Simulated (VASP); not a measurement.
# CuPd (Pm-3m) in VASP: a series of runs, part 2 of 2

VASP 6.6.1.

### Step 3. Relaxation of cell and atoms, LDA

This run uses another cell than the first one, of 13.70 Å³/atom, 1.090 times its volume.

File INCAR:

```
PREC = Accurate
ENCUT = 600
EDIFF = 1E-6
ISMEAR = 0
SIGMA = 0.1
LREAL = F
LASPH = T
NELM = 100
ALGO = Fast
ISIF = 3
LWAVE = F
LCHARG = F
IBRION = 2
NSW = 70
EDIFFG = -0.005
```

File KPOINTS:

```
regular mesh
0
Gamma
  14 14 14
```

File POSCAR:

```
CuPd
1.0
    3.0147878226      0.0000000000      0.0000000000
    0.0000000000      3.0147878226      0.0000000000
    0.0000000000      0.0000000000      3.0147878226
Cu Pd
1 1
Direct
    0.0000000000      0.0000000000      0.0000000000
    0.5000000000      0.5000000000      0.5000000000
```

Potentials or basis: VASP PAW LDA potentials, release 64 (Cu, Pd).

Launch:

```console
$ cat potpaw_LDA.64/Cu/POTCAR potpaw_LDA.64/Pd/POTCAR > POTCAR
$ mpirun -np 1 vasp_std > vasp.out
```

OUTCAR:

```text
PREC = Accurate
   ENCUT = 600
   EDIFF = 1E-6
   ISMEAR = 0
   LREAL = F
   LASPH = T
   NELM = 100
   ISIF = 3
   IBRION = 2
   NSW = 70
   EDIFFG = -0.005

 ion  position               nearest neighbor table
   1  0.000  0.000  0.000-   2 2.61   2 2.61   2 2.61   2 2.61   2 2.61   2 2.61   2 2.61   2 2.61

   2  0.500  0.500  0.500-   1 2.61   1 2.61   1 2.61   1 2.61   1 2.61   1 2.61   1 2.61   1 2.61

  LATTYP: Found a simple cubic cell.
 ALAT       =     3.0147878226

  Lattice vectors:

 A1 = (   3.0147878226,   0.0000000000,   0.0000000000)
 A2 = (   0.0000000000,   3.0147878226,   0.0000000000)
 A3 = (   0.0000000000,   0.0000000000,   3.0147878226)

Analysis of symmetry for initial positions (statically):
=====================================================================
 Subroutine PRICEL returns:
 Original cell was already a primitive cell.

 Routine SETGRP: Setting up the symmetry group for a
 simple cubic supercell.

 Subroutine GETGRP returns: Found 48 space group operations
 (whereof 48 operations were pure point group operations)
 out of a pool of 48 trial point group operations.

The static configuration has the point symmetry O_h .

Analysis of symmetry for dynamics (positions and initial velocities):
=====================================================================
 Subroutine PRICEL returns:
 Original cell was already a primitive cell.

[... 205 lines left out ...]
      2       4.8370      2.00000
      3       4.8370      2.00000
      4       7.4748      2.00000
      5       7.4748      2.00000
      6       7.4748      2.00000
      7       9.1437      2.00000
      8       9.1437      2.00000
      9      10.4038      1.79378
     10      10.4038      1.79378
     11      10.4038      1.79378
     12      20.0357      0.00000
     13      20.0357      0.00000
     14      20.0357      0.00000
[... 456 lines left out ...]
  FREE ENERGIE OF THE ION-ELECTRON SYSTEM (eV)
  ---------------------------------------------------
  free  energy   TOTEN  =       -11.4269585282 eV

  energy  without entropy=      -11.4196124306  energy(sigma->0) =      -11.42328548

[... ionic steps 4 to 8 ...]

--------------------------------------- Ionic step        9  -------------------------------------------

 number of electron      21.0000002 magnetization

------------------------ aborting loop because EDIFF is reached ----------------------------------------
[... 67 lines left out ...]
--------------------------------------- Ionic step       11  -------------------------------------------

 number of electron      21.0000002 magnetization

 Free energy of the ion-electron system (eV)
  ---------------------------------------------------
  ext. energy  EPLUGINS =         0.00000000
  ---------------------------------------------------
  free energy    TOTEN  =       -11.42700780 eV

  energy without entropy =      -11.41966595  energy(sigma->0) =      -11.42333687

 E-fermi :   8.9467     XC(G=0): -13.6325

 val. band max:        8.9461573875   @ k =   0.4286   0.3571   0.0000
 cond. band min:       8.9687724963   @ k =   0.3571   0.2857   0.1429
 fundamental gap:      0.0226151088
 Fermi energy:         8.9467033179

 k-point     1 :       0.0000    0.0000    0.0000
  band No.  band energies     occupation
      1       0.7706      2.00000
      2       4.0570      2.00000
      3       4.0570      2.00000
      4       6.3152      2.00000
      5       6.3152      2.00000
      6       6.3152      2.00000
      7       7.7702      2.00000
      8       7.7702      2.00000
      9       8.8495      1.83097
     10       8.8495      1.83097
     11       8.8495      1.83097
     12      18.0956      0.00000
     13      18.0956      0.00000
     14      18.0956      0.00000
[... 420 lines left out ...]
  FREE ENERGIE OF THE ION-ELECTRON SYSTEM (eV)
  ---------------------------------------------------
  free  energy   TOTEN  =       -11.4270077980 eV

  energy  without entropy=      -11.4196659507  energy(sigma->0) =      -11.42333687

 reached required accuracy - stopping structural energy minimisation
```

CONTCAR:

```text
CuPd
   1.00000000000000
     2.9326408935319339   -0.0000000000000000    0.0000000000000000
    -0.0000000000000000    2.9326408935319339    0.0000000000000000
     0.0000000000000000    0.0000000000000000    2.9326408935319339
  Cu              Pd
     1     1
Direct
     0.0000000000000000    0.0000000000000000    0.0000000000000000
     0.5000000000000000    0.5000000000000000    0.5000000000000000

  0.00000000E+00  0.00000000E+00  0.00000000E+00
  0.00000000E+00  0.00000000E+00  0.00000000E+00
```

Run time: 3.5 min. Hardware: 1 thread of AMD EPYC 7R43 (Zen 3), shared host; peak memory 0.15 GiB.

Results:

| Quantity | Value |
| --- | --- |
| Free energy | -11.4270 eV |
| Relaxed volume | 12.61 Å³/atom |
| Relaxed cell | a = 2.933 Å, b = 2.933 Å, c = 2.933 Å, α = 90.00°, β = 90.00°, γ = 90.00° |
| Space group after relaxing (to 0.05 Å) | Pm-3m (No. 221) |
| Energy gained by relaxing | 50.5 meV/atom |
| Ionic steps | 11 |
| Pressure after relaxing | -0.1 GPa |

The path:
| step | energy change (eV) | largest force (eV/Å) | pressure (GPa) | volume (Å³) |
| --- | --- | --- | --- | --- |
| 1 | 0.0000 | 0.0000 | -13.83 | 27.40 |
| 2 | 0.0538 | 0.0000 | 24.42 | 22.97 |
| 3 | -0.1010 | 0.0000 | -0.48 | 25.27 |
| 4 | -0.1011 | 0.0000 | 0.19 | 25.22 |
| 5 | -0.1010 | 0.0000 | -0.48 | 25.26 |
| 6 | -0.1011 | 0.0000 | -0.15 | 25.23 |
| 7 | -0.1011 | 0.0000 | -0.25 | 25.22 |
| 8 | -0.1011 | 0.0000 | 0.10 | 25.22 |
| 9 | -0.1011 | 0.0000 | 0.33 | 25.22 |
| 10 | -0.1011 | 0.0000 | -0.41 | 25.22 |
| 11 | -0.1011 | 0.0000 | -0.06 | 25.22 |

Final structure:
```
CELL_PARAMETERS angstrom
2.93264 0.00000 0.00000
0.00000 2.93264 0.00000
0.00000 0.00000 2.93264
ATOMIC_POSITIONS crystal
Cu 0.00000 0.00000 0.00000
Pd 0.50000 0.50000 0.50000
```
